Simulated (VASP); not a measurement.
**Ni: single point with PBE**

The system is Ni.

```
Ni
1.0
     0.00000    1.68575    1.68575
     1.68575    0.00000    1.68575
     1.68575    1.68575    0.00000
Ni
1
Direct
  0.00000 0.00000 0.00000
```

```yaml
Program: VASP 6.6.1
Task: single point
Functional: PBE
Potentials_or_basis: VASP PAW PBE potentials, release 64 (Ni)
Cutoff: 520 eV
k_mesh: 24 × 24 × 24
Occupations: gaussian, width 0.15 eV
Spin: collinear spin, ferromagnetic start
Starting_moments: "[0.5] μB"
Fixed_moment: 0.5 μB
Dipole_correction: no
Further_INCAR_settings: ALGO = Fast; EDIFF = 1e-07; NBANDS = 15
```

```json
{
  "Pressure": "33.8 GPa",
  "Net moment": "0.50 μB per cell",
  "Site moments": "Ni +0.50 μB",
  "Valence electrons inside the program's atomic spheres": "Ni 9.57"
}
```

Wall time 58 s on 1 thread of Intel(R) Xeon(R) 6975P-C (Granite Rapids) (shared host), peak memory 0.19 GiB.

Caveat: the cell stands under pressure; the total moment is fixed, so each spin has its own Fermi level.
